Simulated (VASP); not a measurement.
# ZnAuC4N4 (P-43m) in VASP: further runs, part 2 of 2

VASP 6.6.1. Earlier steps stand in the parts before.

## (4) Relaxation of cell and atoms, PBE

Input file INCAR:

```
SYSTEM = ZnAuC4N4
PREC = Accurate
ENCUT = 600
EDIFF = 1E-6
ISMEAR = 0
SIGMA = 0.1
LREAL = .False.
LASPH = .True.
NELM = 100
ALGO = Normal
ISIF = 3
LWAVE = .False.
LCHARG = .False.
GGA = PE
IBRION = 2
NSW = 90
EDIFFG = -0.04
```

Input file KPOINTS:

```
regular mesh
0
Gamma
  4 4 4
  0 0 0
```

Input file POSCAR:

```
ZnAuC4N4
1.0
    5.8826218900      0.0000000000      0.0000000000
    0.0000000000      5.8826218900      0.0000000000
    0.0000000000      0.0000000000      5.8826218900
Zn C Au N
1 4 1 4
Direct
    0.5000000000      0.5000000000      0.5000000000
    0.1881440800      0.1881440800      0.1881440800
    0.1881440800      0.8118559200      0.8118559200
    0.8118559200      0.1881440800      0.8118559200
    0.8118559200      0.8118559200      0.1881440800
    0.0000000000      0.0000000000      0.0000000000
    0.3029738000      0.3029738000      0.3029738000
    0.3029738000      0.6970262000      0.6970262000
    0.6970262000      0.3029738000      0.6970262000
    0.6970262000      0.6970262000      0.3029738000
```

The run is started by

```console
$ cat potpaw_PBE.64/Zn/POTCAR potpaw_PBE.64/C/POTCAR potpaw_PBE.64/Au/POTCAR potpaw_PBE.64/N/POTCAR > POTCAR
$ mpirun -np 1 vasp_std > vasp.out
```

It took 29 min on 1 thread of Intel Xeon 6975P-C (Granite Rapids), shared host; peak memory 0.41 GiB.

It converged, with:

```yaml
Free_energy: -69.2458 eV
Relaxed_volume: 21.91 Å³/atom
Relaxed_cell: a = 6.029 Å, b = 6.029 Å, c = 6.029 Å, α = 90.00°, β = 90.00°, γ = 90.00°
Space_group_after_relaxing_to_0.1_Å: P-43m (No. 215)
Energy_gained_by_relaxing: 89.4 meV/atom
Ionic_steps: 25
Pressure_after_relaxing: 0.0 GPa
Largest_force_after_relaxing: 0.005 eV/Å
Band_gap_on_the_k_mesh: zero (an odd number of electrons rules out a gap without spin polarisation)
```

Forces on the atoms (eV/Å):
```
Zn   0.000  0.000  0.000
C   -0.003 -0.003 -0.003
C   -0.003  0.003  0.003
C    0.003 -0.003  0.003
C    0.003  0.003 -0.003
Au   0.000  0.000  0.000
N   -0.001 -0.001 -0.001
N   -0.001  0.001  0.001
N    0.001 -0.001  0.001
N    0.001  0.001 -0.001
```

Step by step:
```tsv
step	energy change (eV)	largest force (eV/Å)	pressure (GPa)	volume (Å³)
1	0.0000	2.5237	5.35	203.57
2	-0.3325	6.2266	4.47	224.26
3	-0.5715	3.8297	4.13	215.52
4	-0.8352	0.8114	-1.43	224.08
5	-0.8370	0.5813	-1.05	223.40
6	-0.8484	0.4009	-1.00	223.62
7	-0.8670	0.3988	-0.80	224.27
8	-0.8681	0.4753	-0.75	224.47
9	-0.8755	0.2752	-1.28	224.00
10	-0.8757	0.1958	-1.21	224.07
11	-0.8844	0.0420	-0.73	222.52
12	-0.8864	0.2101	-0.40	221.45
13	-0.8885	0.2036	-0.49	220.70
14	-0.8886	0.2679	-0.49	220.51
15	-0.8898	0.2196	-0.37	220.04
16	-0.8912	0.1349	-0.11	219.16
17	-0.8901	0.1812	0.43	217.40
18	-0.8914	0.0869	0.05	218.65
19	-0.8917	0.0756	0.04	218.68
20	-0.8923	0.0787	0.05	218.75
21	-0.8932	0.0903	0.03	218.91
22	-0.8932	0.1489	0.05	219.22
23	-0.8935	0.0976	0.06	219.06
24	-0.8936	0.0403	-0.08	219.14
25	-0.8936	0.0049	-0.04	219.11
```

Final structure:
```
Zn C Au N
1.0
     6.02867    0.00000    0.00000
     0.00000    6.02867    0.00000
     0.00000    0.00000    6.02867
Zn C Au N
1 4 1 4
Direct
  0.50000 0.50000 0.50000
  0.19992 0.19992 0.19992
  0.19992 0.80008 0.80008
  0.80008 0.19992 0.80008
  0.80008 0.80008 0.19992
  0.00000 0.00000 0.00000
  0.31200 0.31200 0.31200
  0.31200 0.68800 0.68800
  0.68800 0.31200 0.68800
  0.68800 0.68800 0.31200
```

Levels at points of the mesh, in eV from the Fermi level:
```
           k point  band 28  band 29  band 30  band 31  band 32  band 33
(0.00, 0.00, 0.00)    -0.30    -0.30    -0.30     5.17     5.17     5.17
(0.50, 0.00, 0.00)    -0.22     0.01     0.01     5.09     5.09     5.40
(0.50, 0.50, 0.00)    -0.21     0.02     0.02     5.41     5.41     5.42
(0.50, 0.50, 0.50)    -0.23    -0.23    -0.23     5.45     5.45     5.45
```

Caveat: spin-orbit coupling is left out, which moves the levels of the heavy elements; an odd number of electrons without spin polarisation forces a metal; a magnetic or distorted state may lie lower.

## (5) Single point, PBE, collinear spin

Input file INCAR:

```
PREC = Accurate
ENCUT = 520
EDIFF = 1E-7
ISMEAR = 0
SIGMA = 0.1
LREAL = False
LASPH = True
NELM = 150
ALGO = Normal
ISIF = 2
LWAVE = False
LCHARG = False
ISPIN = 2
MAGMOM = 0 0 0 0 0 1 0 0 0 0
LORBIT = 11
LMAXMIX = 4
GGA = PE
NBANDS = 44
```

Input file KPOINTS:

```
Automatic mesh
0
Gamma
  4 4 4
```

POSCAR is that of step 4.

The run is started by

```console
$ cat potpaw_PBE.64/Zn/POTCAR potpaw_PBE.64/C/POTCAR potpaw_PBE.64/Au/POTCAR potpaw_PBE.64/N/POTCAR > POTCAR
$ mpirun -np 1 vasp_std > vasp.out
```

Wall time 6.1 min (1 thread of Intel Xeon 6975P-C (Granite Rapids), shared host); peak memory 0.48 GiB.

It converged, with:

| Item | Value |
| --- | --- |
| Free energy | -68.3507 eV |
| Pressure | 5.5 GPa |
| Largest force | 2.561 eV/Å |
| Net moment | 0.96 μB per cell |
| Site moments | Zn +0.01; C +0.04; Au +0.35; N +0.05 μB |
| Valence electrons inside the program's atomic spheres | Zn 10.75; C 2.60; Au 10.30; N 3.89 |

Forces in eV/Å, atoms in the order of the input:
```
Zn   0.000  0.000  0.000
C    1.479  1.479  1.479
C    1.479 -1.479 -1.479
C   -1.479  1.479 -1.479
C   -1.479 -1.479  1.479
Au   0.000  0.000  0.000
N    0.492  0.492  0.492
N    0.492 -0.492 -0.492
N   -0.492  0.492 -0.492
N   -0.492 -0.492  0.492
```

Levels at points of the mesh, in eV from the Fermi level:
Spin up:
| k point | band 26 | band 27 | band 28 | band 29 | band 30 | band 31 | band 32 | band 33 | band 34 | band 35 |
| --- | --- | --- | --- | --- | --- | --- | --- | --- | --- | --- |
| (0.00, 0.00, 0.00) | -2.21 | -2.21 | -0.52 | -0.52 | -0.52 | 5.20 | 5.20 | 5.20 | 5.78 | 5.78 |
| (0.50, 0.00, 0.00) | -2.09 | -2.01 | -0.35 | -0.14 | -0.14 | 4.94 | 4.94 | 5.41 | 5.49 | 5.65 |
| (0.50, 0.50, 0.00) | -2.02 | -1.90 | -0.40 | -0.10 | -0.10 | 5.21 | 5.21 | 5.38 | 5.41 | 5.52 |
| (0.50, 0.50, 0.50) | -1.88 | -1.88 | -0.42 | -0.42 | -0.42 | 5.52 | 5.52 | 5.52 | 5.86 | 5.86 |
Spin down:
```tsv
k point	band 26	band 27	band 28	band 29	band 30	band 31	band 32	band 33	band 34	band 35
(0.00, 0.00, 0.00)	-2.12	-2.12	-0.30	-0.30	-0.30	5.33	5.33	5.33	5.88	5.88
(0.50, 0.00, 0.00)	-2.00	-1.92	-0.14	0.08	0.08	5.04	5.04	5.54	5.57	5.76
(0.50, 0.50, 0.00)	-1.93	-1.80	-0.18	0.11	0.11	5.31	5.31	5.49	5.49	5.63
(0.50, 0.50, 0.50)	-1.79	-1.79	-0.20	-0.20	-0.20	5.64	5.64	5.64	5.96	5.96
```

Caveat: the cell stands under pressure; a moment this small can come from the mesh or the smearing; spin-orbit coupling is left out, which moves the levels of the heavy elements; forces of over 1 eV/Å act on the atoms, so gaps and moduli don't describe the material at rest.

## (6) Summary

| task | spin | cell | cutoff (eV) | gap on the mesh (eV) | pressure (GPa) | largest force (eV/Å) |
| --- | --- | --- | --- | --- | --- | --- |
| single point | off | a = 5.883 Å, 10 atoms, atomic positions A | 520 | none | 5.4 | 2.50 |
| single point | off | a = 6.012 Å, 10 atoms, atomic positions B | 520 | none | 0.7 | 0.37 |
| relaxation of cell and atoms | off | relaxed from a = 5.883 Å, 10 atoms, atomic positions A | 600 | none | 0.0 | - |
| single point | collinear | a = 5.883 Å, 10 atoms, atomic positions A | 520 | none | 5.5 | 2.56 |

Alike in all rows: level PBE; potentials or basis VASP PAW PBE potentials, release 64 (Zn, C, Au, N); k mesh 4 × 4 × 4; smearing gaussian 0.1 eV.

Caveats: spin-orbit coupling is left out, which moves the levels of the heavy elements; an odd number of electrons without spin polarisation forces a metal (at least some runs); a magnetic or distorted state may lie lower (at least some runs); the cell stands under pressure (at least some runs); a moment this small can come from the mesh or the smearing (at least some runs); forces of over 1 eV/Å act on the atoms, so gaps and moduli don't describe the material at rest (at least some runs).

Absolute energies hang on the potentials; compare differences alone.
